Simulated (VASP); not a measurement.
# Mg3CdTe4 (P-43m) in VASP: further runs, part 2 of 2

VASP 6.6.1. Earlier steps stand in the parts before.

### 3 Single point, PBE

This run uses another cell than the first one, of 26.66 Å³/atom.

INCAR reads:

```
ALGO = Normal ; EDIFF = 1E-7
ENCUT = 520 ; GGA = PE
ISIF = 2 ; ISMEAR = 0
LASPH = True ; LCHARG = False
LREAL = False ; LWAVE = False
NBANDS = 31 ; NELM = 60
PREC = Accurate ; SIGMA = 0.1
```

KPOINTS reads:

```
k-points
0
Gamma
  4 4 4
```

POSCAR reads:

```
Mg3CdTe4
1.0
    5.9745349200      0.0000000000      0.0000000000
    0.0000000000      5.9745349200      0.0000000000
    0.0000000000      0.0000000000      5.9745349200
Mg Cd Te
3 1 4
Direct
    0.0000000000      0.0000000000      0.5000000000
    0.0000000000      0.5000000000      0.0000000000
    0.5000000000      0.0000000000      0.0000000000
    0.5000000000      0.5000000000      0.5000000000
    0.7500000000      0.7500000000      0.7500000000
    0.7500000000      0.2500000000      0.2500000000
    0.2500000000      0.7500000000      0.2500000000
    0.2500000000      0.2500000000      0.7500000000
```

Potentials or basis: VASP PAW PBE potentials, release 64 (Mg, Cd, Te).

Launch:

```
cat potpaw_PBE.64/Mg/POTCAR potpaw_PBE.64/Cd/POTCAR potpaw_PBE.64/Te/POTCAR > POTCAR
mpirun -np 1 vasp_std > vasp.out
```

OUTCAR:

```text
EDIFF = 1E-7
   ENCUT = 520
   GGA = PE
   ISIF = 2
   ISMEAR = 0
   LASPH = True
   LREAL = False
   NELM = 60
   PREC = Accurate

 ion  position               nearest neighbor table
   1  0.000  0.000  0.500-   5 2.59   6 2.59   7 2.59   8 2.59
   2  0.000  0.500  0.000-   5 2.59   6 2.59   7 2.59   8 2.59
   3  0.500  0.000  0.000-   5 2.59   6 2.59   7 2.59   8 2.59
   4  0.500  0.500  0.500-   5 2.59   6 2.59   7 2.59   8 2.59
   5  0.750  0.750  0.750-   1 2.59   2 2.59   3 2.59   4 2.59
   6  0.750  0.250  0.250-   1 2.59   2 2.59   3 2.59   4 2.59
   7  0.250  0.750  0.250-   1 2.59   2 2.59   3 2.59   4 2.59
   8  0.250  0.250  0.750-   1 2.59   2 2.59   3 2.59   4 2.59

  LATTYP: Found a simple cubic cell.
 ALAT       =     5.9745349200

  Lattice vectors:

 A1 = (   5.9745349200,   0.0000000000,   0.0000000000)
 A2 = (   0.0000000000,   5.9745349200,   0.0000000000)
 A3 = (   0.0000000000,   0.0000000000,   5.9745349200)

[... 174 lines left out ...]
 val. band max:        4.0691780967   @ k =   0.0000   0.0000   0.0000
 cond. band min:       6.3953066970   @ k =   0.0000   0.0000   0.0000
 fundamental gap:      2.3261286003
 Fermi energy:         4.5068483818

 k-point     1 :       0.0000    0.0000    0.0000
  band No.  band energies     occupation
      1      -7.5256      2.00000
      2      -6.4054      2.00000
      3      -6.4054      2.00000
      4      -6.4054      2.00000
      5      -4.2573      2.00000
      6      -4.2573      2.00000
[... 329 lines left out ...]
     30       9.4182      0.00000
     31       9.4182      0.00000

------------------------ aborting loop because EDIFF is reached ----------------------------------------

  FORCE on cell =-STRESS in cart. coord.  units (eV):
  Direction    XX          YY          ZZ          XY          YZ          ZX
  --------------------------------------------------------------------------------------
  -------------------------------------------------------------------------------------
  Total       22.4649554     22.4649554     22.4649554      0.0000000      0.0000000     -0.0000000
  in kB      168.7733346    168.7733346    168.7733346      0.0000000      0.0000000     -0.0000000
  external PRESSURE =     168.7733346 kB  Pullay stress =       0.0000000 kB

 VOLUME and BASIS-vectors are now :
 -----------------------------------------------------------------------------
  energy-cutoff  :      520.00
  volume of cell :      213.26
      direct lattice vectors                 reciprocal lattice vectors
     5.974534920  0.000000000  0.000000000     0.167377045  0.000000000  0.000000000
     0.000000000  5.974534920  0.000000000     0.000000000  0.167377045  0.000000000
     0.000000000  0.000000000  5.974534920     0.000000000  0.000000000  0.167377045

 POSITION                                       TOTAL-FORCE (eV/Angst)
 -----------------------------------------------------------------------------------
      0.00000      0.00000      2.98727         0.000000     -0.000000     -0.000000
      0.00000      2.98727      0.00000         0.000000     -0.000000     -0.000000
      2.98727      0.00000      0.00000         0.000000     -0.000000     -0.000000
      2.98727      2.98727      2.98727         0.000000     -0.000000     -0.000000
      4.48090      4.48090      4.48090         0.464790      0.464790      0.464790
      4.48090      1.49363      1.49363         0.464790     -0.464790     -0.464790
      1.49363      4.48090      1.49363        -0.464790      0.464790     -0.464790
      1.49363      1.49363      4.48090        -0.464790     -0.464790      0.464790
 -----------------------------------------------------------------------------------
    total drift:                               -0.000000     -0.000000     -0.000000

  FREE ENERGIE OF THE ION-ELECTRON SYSTEM (eV)
  ---------------------------------------------------
  free  energy   TOTEN  =       -21.2372505135 eV

  energy  without entropy=      -21.2372505135  energy(sigma->0) =      -21.23725051
```

stdout:

```text
POSCAR found type information on POSCAR MgCdTe
 POSCAR found :  3 types and       8 ions
 scaLAPACK will be used
 LDA part: xc-table for (Slater+PW92), standard interpolation
 POSCAR, INCAR and KPOINTS ok, starting setup
 FFT: planning ... GRIDC
 FFT: planning ... GRID_SOFT
 FFT: planning ... GRID
 WAVECAR not read
 entering main loop
```

Run time: 48 s. Hardware: 1 thread of Intel Xeon 6975P-C (Granite Rapids), shared host; peak memory 0.35 GiB.

What came out:

```
Free energy            : -21.2373 eV
Pressure               : 16.9 GPa
Band gap on the k mesh : 2.33 eV
```

Levels at points of the mesh, in eV from the valence-band top:
| k point | band 17 | band 18 | band 19 | band 20 | band 21 | band 22 | band 23 | band 24 | band 25 | band 26 |
| --- | --- | --- | --- | --- | --- | --- | --- | --- | --- | --- |
| (0.00, 0.00, 0.00) | -1.89 | -1.89 | 0.00 | 0.00 | 0.00 | 2.33 | 2.33 | 2.33 | 2.51 | 3.28 |
| (0.50, 0.00, 0.00) | -2.20 | -1.28 | -1.28 | -0.95 | -0.95 | 3.60 | 3.68 | 4.22 | 4.35 | 4.57 |
| (0.50, 0.50, 0.00) | -2.20 | -0.88 | -0.69 | -0.69 | -0.69 | 4.09 | 4.31 | 4.31 | 4.42 | 6.11 |
| (0.50, 0.50, 0.50) | -0.68 | -0.68 | -0.55 | -0.55 | -0.55 | 2.67 | 3.61 | 3.61 | 3.61 | 5.30 |

Caveat: the cell stands under pressure; spin-orbit coupling is left out, which moves the levels of the heavy elements. A k mesh can miss the band edges.
